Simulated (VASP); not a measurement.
Set up this calculation in VASP 6.6.1, as the native input.

```yaml
Task: single point
Functional: PBE
Potentials_or_basis: VASP PAW PBE potentials, release 64 (Li_sv, Cu)
Cutoff: 520 eV
k_mesh: 20 × 20 × 16
Occupations: gaussian, width 0.1 eV
Spin: no spin polarisation
Dipole_correction: no
Further_INCAR_settings: ALGO = Fast; EDIFF = 1e-06; NBANDS = 14
```

The structure of LiCu lies in POSCAR:

```
LiCu
1.0
    2.6043562011      0.0000000000      0.0000000000
    0.0000000000      2.6043562011      0.0000000000
    0.0000000000      0.0000000000      3.9173914402
Li Cu
1 1
Direct
    0.5000000000      0.5000000000      0.5000000000
    0.0000000000      0.0000000000      0.0000000000
```

This cell differs from its parent crystal: volume scaled by 1.03, then relaxed in part.

These files were run (other wordings do the same):

INCAR

```
SYSTEM = LiCu
PREC     = Accurate       ! precision mode
ENCUT    = 520            ! plane-wave cutoff, eV
EDIFF    = 1E-6           ! SCF threshold, eV
ISMEAR   = 0              ! smearing method
SIGMA    = 0.1            ! smearing width, eV
LREAL    = .FALSE.        ! projectors in reciprocal space
LASPH    = .TRUE.         ! aspherical terms in the spheres
NELM     = 100            ! most SCF steps
ALGO     = Fast           ! electronic algorithm
ISIF     = 2              ! what is computed and relaxed
LWAVE    = .FALSE.        ! write WAVECAR
LCHARG   = .TRUE.         ! write CHGCAR
GGA      = PE             ! functional
LELF     = .TRUE.         ! ELF
LVHAR    = .TRUE.       
NBANDS   = 14             ! bands
```

KPOINTS

```
regular mesh
0
G
  20 20 16
  0 0 0
```

Potentials or basis: VASP PAW PBE potentials, release 64 (Li_sv, Cu).

The run is started by

```bash
$ cat potpaw_PBE.64/Li_sv/POTCAR potpaw_PBE.64/Cu/POTCAR > POTCAR
$ mpirun -np 1 vasp_std > vasp.out
```

Results of the run:

The band gap on the k mesh is zero (band 7 reaches 8.84 eV, above the bottom of band 8 at 2.20 eV).

Wall time 2.1 min on 1 thread of Intel(R) Xeon(R) 6975P-C (Granite Rapids), on a shared host, peak memory 0.31 GiB.
